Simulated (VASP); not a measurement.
# AgI (F-43m) in VASP: further runs

Runs on AgI. Level: r2SCAN. Tasks: single point.

All numbers are computed with VASP 6.6.1; they aren't measurements. Logs are shortened: lines on timing, memory, paths and dates and some standing lists are left out, and cuts for length are marked.

## Step 1: The cell of the first run

Symmetry: F-43m, No. 216, cubic system. Conventional cell: a = 6.450 Å, b = 6.450 Å, c = 6.450 Å, α = 90.00°, β = 90.00°, γ = 90.00°. Within 3.7 Å of Ag (site symmetry -43m) lie 4 I at 2.79 Å. I (site symmetry -43m) has 4 Ag at 2.79 Å within 3.7 Å.

## Step 2: Single point, r2SCAN

The input, POSCAR:

```
AgI
1.0
    3.2249868996      3.2249868996      0.0000000000
   -3.2249868996      3.2249868996      0.0000000000
    0.0000000000      3.2249868996      3.2249868996
Ag I
1 1
Direct
    0.0000000000      0.0000000000      0.0000000000
    0.7500000000      0.2500000000      0.5000000000
```

The input, INCAR.step1:

```
  ALGO = Normal
  EDIFF = 1E-5
  ENCUT = 550
  GGA = PE
  GGA_COMPAT = False
  ISMEAR = 0
  LASPH = True
  LCHARG = False
  LREAL = False
  LWAVE = True
  NBANDS = 16
  NELM = 120
  PREC = Accurate
  SIGMA = 0.01
```

The input, INCAR.step2:

```
  ALGO = Normal
  EDIFF = 1E-6
  ENCUT = 550
  GGA_COMPAT = False
  ISIF = 2
  ISMEAR = 0
  ISTART = 1
  LASPH = True
  LCHARG = True
  LELF = True
  LMIXTAU = True
  LREAL = False
  LVHAR = True
  LWAVE = False
  METAGGA = R2SCAN
  NBANDS = 16
  NELM = 120
  PREC = Accurate
  SIGMA = 0.01
```

The input, KPOINTS:

```
k-points
0
Gamma
  6 6 6
```

Potentials or basis: VASP PAW PBE potentials, release 64 (Ag, I).

On the command line:

```bash
> cat potpaw_PBE.64/Ag/POTCAR potpaw_PBE.64/I/POTCAR > POTCAR
> cp INCAR.step1 INCAR
> mpirun -np 1 vasp_std > vasp.out
> cp INCAR.step2 INCAR
> mpirun -np 1 vasp_std > vasp.out
```

OUTCAR:

```text
EDIFF = 1E-6
   ENCUT = 550
   ISIF = 2
   ISMEAR = 0
   ISTART = 1
   LASPH = True
   LREAL = False
   METAGGA = R2SCAN
   NELM = 120
   PREC = Accurate

 ion  position               nearest neighbor table
   1  0.000  0.000  0.000-   2 2.79   2 2.79   2 2.79   2 2.79
   2  0.750  0.250  0.500-   1 2.79   1 2.79   1 2.79   1 2.79

  LATTYP: Found a face centered cubic cell.
 ALAT       =     6.4499737992

  Lattice vectors:

 A1 = (   0.0000000000,   3.2249868996,   3.2249868996)
 A2 = (   3.2249868996,   0.0000000000,   3.2249868996)
 A3 = (   3.2249868996,   3.2249868996,   0.0000000000)

Analysis of symmetry for initial positions (statically):
=====================================================================
 Subroutine PRICEL returns:
 Original cell was already a primitive cell.

 Routine SETGRP: Setting up the symmetry group for a
 face centered cubic supercell.

 Subroutine GETGRP returns: Found 24 space group operations
 (whereof 24 operations were pure point group operations)
 out of a pool of 48 trial point group operations.

The static configuration has the point symmetry T_d .

Analysis of symmetry for dynamics (positions and initial velocities):
=====================================================================
 Subroutine PRICEL returns:
 Original cell was already a primitive cell.

 Routine SETGRP: Setting up the symmetry group for a
 face centered cubic supercell.

 Subroutine GETGRP returns: Found 24 space group operations
 (whereof 24 operations were pure point group operations)
 out of a pool of 48 trial point group operations.

The dynamic configuration has the point symmetry T_d .

 Subroutine INISYM returns: Found 24 space group operations
 (whereof 24 operations are pure point group operations),
 and found     1 'primitive' translations

----------------------------------------------------------------------------------------

                                     Primitive cell

  volume of cell :      67.0832

  direct lattice vectors                    reciprocal lattice vectors
[... 70 lines left out ...]
   ISTART =      1    job   : 0-new  1-cont  2-samecut
   ICHARG =      0    charge: 1-file 2-atom 10-const
   ISPIN  =      1    spin polarized calculation?
   LNONCOLLINEAR =      F non collinear calculations
   LSORBIT =      F    spin-orbit coupling
   LASPH  =      T    aspherical Exc in radial PAW
   ENCUT  =  550.0 eV  40.42 Ry    6.36 a.u.   8.72  8.72  8.72*2*pi/ulx,y,z
   NELM   =    120;   NELMIN=  2; NELMDL=  0     # of ELM steps
   EDIFF  = 0.1E-05   stopping-criterion for ELM
   LREAL  =      F    real-space projection
   EDIFFG = 0.1E-04   stopping-criterion for IOM
   NSW    =      0    number of steps for IOM
   IBRION =     -1    ionic relax: 0-MD 1-quasi-New 2-CG
   NFREE  =      0    steps in history (QN), initial steepest desc. (CG)
   ISIF   =      2    stress and relaxation
   ISYM   =      2    0-nonsym 1-usesym 2-fastsym
   POTIM  = 0.5000    time-step for ionic-motion
   TEBEG  =    0.0;   TEEND  =   0.0 temperature during run
   PSTRESS=    0.0 pullay stress
   NELECT =      18.0000    total number of electrons
   NUPDOWN=      -1.0000    fix difference up-down
   EMIN   =  10.00;   EMAX   =-10.00  energy-range for DOS
   EFERMI =   0.00;   METHOD = LEGACY
   ISMEAR =     0;   SIGMA  =   0.01  broadening in eV -4-tet -1-fermi 0-gaus
   EFERMI_NEDOS =   21; number of points for ismear=-14 and -15
   IALGO  =     38    algorithm
   IMIX   =      4    mixing-type and parameters
     AMIX     =   0.40;   BMIX     =  1.00
     AMIX_MAG =   1.60;   BMIX_MAG =  1.00
  volume/ion in A,a.u.               =      33.54       226.35
  Fermi-wavevector in a.u.,A,eV,Ry     =   1.055912  1.995384 15.169817  1.114950
  Thomas-Fermi vector in A             =   2.191128
   LORBIT       =      0    0 simple, 1 ext, 2 COOP (PROOUT), +10 PAW based schemes
   METAGGA = R2SCAN    functional components
   LHFCALC =     F    Hartree Fock is set to
   AEXX    =    0.0000 exact exchange contribution
   IVDW    =     0    specifies the selected vdW correction
   LEPSILON=     F    determine dielectric tensor
   LRPA    =     F    only Hartree local field effects (RPA)
 non-spin polarized calculation
 Gauss-broadening in eV      SIGMA  =   0.01
  energy-cutoff  :      550.00
  volume of cell :       67.08
 maximum number of plane-waves:      1989
   NGX = 17   NGY = 17   NGZ = 17

 number of electron      17.9999998 magnetization

 Free energy of the ion-electron system (eV)
  ---------------------------------------------------
  ext. energy  EPLUGINS =         0.00000000
  ---------------------------------------------------
  free energy    TOTEN  =       -46.50360255 eV

  energy without entropy =      -46.50360255  energy(sigma->0) =      -46.50360255

 E-fermi :   3.2405     XC(G=0):  -9.0467

 val. band max:        3.1165567227   @ k =   0.0000   0.0000   0.0000
 cond. band min:       4.9073379177   @ k =   0.0000   0.0000   0.0000
 fundamental gap:      1.7907811950
 Fermi energy:         3.2404679969

 k-point     1 :       0.0000    0.0000    0.0000
  band No.  band energies     occupation
      1     -10.2187      2.00000
      2      -1.3541      2.00000
      3      -1.3541      2.00000
      4      -1.3541      2.00000
      5      -0.0801      2.00000
      6      -0.0801      2.00000
[... 281 lines left out ...]
      3      -0.9240      2.00000
      4      -0.8094      2.00000
      5      -0.0911      2.00000
      6       0.1877      2.00000
[... 8 lines left out ...]
     15      15.2638      0.00000
     16      15.4697      0.00000

------------------------ aborting loop because EDIFF is reached ----------------------------------------

  FORCE on cell =-STRESS in cart. coord.  units (eV):
  Direction    XX          YY          ZZ          XY          YZ          ZX
  --------------------------------------------------------------------------------------
  -------------------------------------------------------------------------------------
  Total        0.7770917      0.7770917      0.7770917      0.0000000      0.0000000     -0.0000000
  in kB       18.5596155     18.5596155     18.5596155      0.0000000      0.0000000     -0.0000000
  external PRESSURE =      18.5596155 kB  Pullay stress =       0.0000000 kB

 VOLUME and BASIS-vectors are now :
 -----------------------------------------------------------------------------
  energy-cutoff  :      550.00
  volume of cell :       67.08
      direct lattice vectors                 reciprocal lattice vectors
     3.224986900  3.224986900  0.000000000     0.155039389  0.155039389 -0.155039389
    -3.224986900  3.224986900  0.000000000    -0.155039389  0.155039389 -0.155039389
     0.000000000  3.224986900  3.224986900     0.000000000  0.000000000  0.310078779

 POSITION                                       TOTAL-FORCE (eV/Angst)
 -----------------------------------------------------------------------------------
      0.00000      0.00000      0.00000        -0.000000      0.000000      0.000000
      1.61249      4.83748      1.61249         0.000000     -0.000000     -0.000000
 -----------------------------------------------------------------------------------
    total drift:                               -0.000000      0.000000     -0.000000

  FREE ENERGIE OF THE ION-ELECTRON SYSTEM (eV)
  ---------------------------------------------------
  free  energy   TOTEN  =       -46.5036025546 eV

  energy  without entropy=      -46.5036025546  energy(sigma->0) =      -46.50360255
```

OSZICAR.step1:

```text
N       E                     dE             d eps       ncg     rms          rms(c)
DAV:   1     0.960928506409E+02    0.96093E+02   -0.81525E+03   512   0.100E+03
DAV:   2    -0.120941931127E+01   -0.97302E+02   -0.91326E+02   608   0.204E+02
DAV:   3    -0.478712336719E+01   -0.35777E+01   -0.35700E+01   640   0.397E+01
DAV:   4    -0.484092742829E+01   -0.53804E-01   -0.53801E-01   760   0.466E+00
DAV:   5    -0.484156037017E+01   -0.63294E-03   -0.63294E-03   656   0.390E-01    0.550E+00
DAV:   6    -0.474984713055E+01    0.91713E-01   -0.25740E-01   592   0.709E+00    0.411E+00
DAV:   7    -0.474861719635E+01    0.12299E-02   -0.43218E-02   544   0.122E+00    0.174E+00
DAV:   8    -0.474869999514E+01   -0.82799E-04   -0.23750E-03   600   0.415E-01    0.247E-01
DAV:   9    -0.474888738486E+01   -0.18739E-03   -0.37814E-04   600   0.219E-01    0.593E-02
DAV:  10    -0.474892940046E+01   -0.42016E-04   -0.25293E-05   624   0.498E-02    0.210E-02
DAV:  11    -0.474896580160E+01   -0.36401E-04   -0.51781E-05   528   0.492E-02    0.158E-02
DAV:  12    -0.474896525410E+01    0.54750E-06   -0.18386E-06   488   0.141E-02
   1 F= -.47489653E+01 E0= -.47489653E+01  d E =-.214750E-58
```

It took 34 s on 1 thread of Intel Xeon 6975P-C (Granite Rapids), shared host; peak memory 0.22 GiB.

What came out:

- Free energy: -46.5036 eV
- Pressure: 1.9 GPa
- Band gap on the k mesh: 1.79 eV, direct

Caveat: the PAW data sets were made with another functional, which shifts forces and pressure a little; spin-orbit coupling is left out, which moves the levels of the heavy elements. r2SCAN opens gaps a little over a GGA but as a rule still falls short of measured ones.

## Step 3: Single point, r2SCAN

POSCAR is that of step 2.

The input, INCAR.step1:

```
SYSTEM = AgI
  ALGO = Normal
  EDIFF = 1E-5
  ENCUT = 550
  GGA = PE
  GGA_COMPAT = .False.
  ISMEAR = 0
  LASPH = .True.
  LCHARG = .False.
  LREAL = .False.
  LWAVE = .True.
  NBANDS = 16
  NELM = 120
  PREC = Accurate
  SIGMA = 0.01
```

The input, INCAR.step2:

```
SYSTEM = AgI
  ALGO = Normal
  EDIFF = 1E-6
  ENCUT = 550
  GGA_COMPAT = .False.
  ISIF = 2
  ISMEAR = 0
  ISTART = 1
  LASPH = .True.
  LCHARG = .True.
  LELF = .True.
  LMIXTAU = .True.
  LREAL = .False.
  LVHAR = .True.
  LWAVE = .False.
  METAGGA = R2SCAN
  NBANDS = 16
  NELM = 120
  PREC = Accurate
  SIGMA = 0.01
```

The input, KPOINTS:

```
k-points
0
Gamma
  6 6 6
  0 0 0
```

Potentials or basis: VASP PAW PBE potentials, release 64 (Ag, I).

On the command line:

```bash
> cat potpaw_PBE.64/Ag/POTCAR potpaw_PBE.64/I/POTCAR > POTCAR
> cp INCAR.step1 INCAR
> mpirun -np 1 vasp_std > vasp.out
> cp INCAR.step2 INCAR
> mpirun -np 1 vasp_std > vasp.out
```

OUTCAR:

```text
SYSTEM = AgI
   EDIFF = 1E-6
   ENCUT = 550
   ISIF = 2
   ISMEAR = 0
   ISTART = 1
   LASPH = .True.
   LREAL = .False.
   METAGGA = R2SCAN
   NELM = 120
   PREC = Accurate

 ion  position               nearest neighbor table
   1  0.000  0.000  0.000-   2 2.79   2 2.79   2 2.79   2 2.79
   2  0.750  0.250  0.500-   1 2.79   1 2.79   1 2.79   1 2.79

  LATTYP: Found a face centered cubic cell.
 ALAT       =     6.4499737992

  Lattice vectors:

 A1 = (   0.0000000000,   3.2249868996,   3.2249868996)
 A2 = (   3.2249868996,   0.0000000000,   3.2249868996)
 A3 = (   3.2249868996,   3.2249868996,   0.0000000000)

Analysis of symmetry for initial positions (statically):
=====================================================================
 Subroutine PRICEL returns:
 Original cell was already a primitive cell.

 Routine SETGRP: Setting up the symmetry group for a
 face centered cubic supercell.

 Subroutine GETGRP returns: Found 24 space group operations
 (whereof 24 operations were pure point group operations)
 out of a pool of 48 trial point group operations.

The static configuration has the point symmetry T_d .
[... 149 lines left out ...]

  energy without entropy =      -46.50360255  energy(sigma->0) =      -46.50360255

 E-fermi :   3.2405     XC(G=0):  -9.0467

 val. band max:        3.1165567227   @ k =   0.0000   0.0000   0.0000
 cond. band min:       4.9073379177   @ k =   0.0000   0.0000   0.0000
 fundamental gap:      1.7907811950
 Fermi energy:         3.2404679969

 k-point     1 :       0.0000    0.0000    0.0000
  band No.  band energies     occupation
      1     -10.2187      2.00000
      2      -1.3541      2.00000
      3      -1.3541      2.00000
      4      -1.3541      2.00000
      5      -0.0801      2.00000
      6      -0.0801      2.00000
[... 281 lines left out ...]
      3      -0.9240      2.00000
      4      -0.8094      2.00000
      5      -0.0911      2.00000
      6       0.1877      2.00000
[... 8 lines left out ...]
     15      15.2638      0.00000
     16      15.4697      0.00000

------------------------ aborting loop because EDIFF is reached ----------------------------------------

  FORCE on cell =-STRESS in cart. coord.  units (eV):
  Direction    XX          YY          ZZ          XY          YZ          ZX
  --------------------------------------------------------------------------------------
  -------------------------------------------------------------------------------------
  Total        0.7770917      0.7770917      0.7770917      0.0000000      0.0000000     -0.0000000
  in kB       18.5596155     18.5596155     18.5596155      0.0000000      0.0000000     -0.0000000
  external PRESSURE =      18.5596155 kB  Pullay stress =       0.0000000 kB

 VOLUME and BASIS-vectors are now :
 -----------------------------------------------------------------------------
  energy-cutoff  :      550.00
  volume of cell :       67.08
      direct lattice vectors                 reciprocal lattice vectors
     3.224986900  3.224986900  0.000000000     0.155039389  0.155039389 -0.155039389
    -3.224986900  3.224986900  0.000000000    -0.155039389  0.155039389 -0.155039389
     0.000000000  3.224986900  3.224986900     0.000000000  0.000000000  0.310078779

 POSITION                                       TOTAL-FORCE (eV/Angst)
 -----------------------------------------------------------------------------------
      0.00000      0.00000      0.00000        -0.000000      0.000000      0.000000
      1.61249      4.83748      1.61249         0.000000     -0.000000     -0.000000
 -----------------------------------------------------------------------------------
    total drift:                               -0.000000      0.000000     -0.000000

  FREE ENERGIE OF THE ION-ELECTRON SYSTEM (eV)
  ---------------------------------------------------
  free  energy   TOTEN  =       -46.5036025546 eV

  energy  without entropy=      -46.5036025546  energy(sigma->0) =      -46.50360255
```

Wall time 34 s (1 thread of Intel Xeon 6975P-C (Granite Rapids), shared host); peak memory 0.22 GiB.

What came out:

```yaml
Free_energy: -46.5036 eV
Pressure: 1.9 GPa
Band_gap_on_the_k_mesh: 1.79 eV, direct
```

Caveat: the PAW data sets were made with another functional, which shifts forces and pressure a little; spin-orbit coupling is left out, which moves the levels of the heavy elements.
